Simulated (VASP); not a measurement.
Write the native input for VASP 6.6.1 that does the following.

| Item | Value |
| --- | --- |
| Task | single point |
| Functional | PBE |
| Potentials or basis | VASP PAW PBE potentials, release 64 (Au) |
| Cutoff | 520 eV |
| k mesh | 16 × 16 × 16 |
| Occupations | fermi-dirac, width 0.08 eV |
| Spin | no spin polarisation |
| Dipole correction | no |
| Further INCAR settings | ALGO = Normal; EDIFF = 1e-07; NBANDS = 12 |

The structure of Au lies in POSCAR:

```
Au
1.0
   -1.5821240661      1.5821240661      1.5821240661
    1.5821240661     -1.5821240661      1.5821240661
    1.5821240661      1.5821240661     -1.5821240661
Au
1
Direct
    0.0000000000      0.0000000000      0.0000000000
```

This cell differs from its parent crystal: volume scaled by 0.88.

One way to write it, as run:

INCAR

```
SYSTEM = Au
PREC = Accurate ; ENCUT = 520
EDIFF = 1E-7 ; ISMEAR = -1
SIGMA = 0.08 ; LREAL = .False.
LASPH = .True. ; NELM = 60
ALGO = Normal ; ISIF = 2
LWAVE = .False. ; LCHARG = .True.
GGA = PE ; LELF = .True.
LVHAR = .True. ; NBANDS = 12
```

KPOINTS

```
regular mesh
0
Gamma
  16 16 16
  0 0 0
```

Potentials or basis: VASP PAW PBE potentials, release 64 (Au).

Launch:

```sh
$ cat potpaw_PBE.64/Au/POTCAR > POTCAR
$ mpirun -np 1 vasp_std > vasp.out
```

It gave:

| Property | Result |
| --- | --- |
| Pressure | 25.3 GPa |

Run time: 28 s on 1 thread of AMD EPYC 7R13 (shared host), peak memory 0.11 GiB.
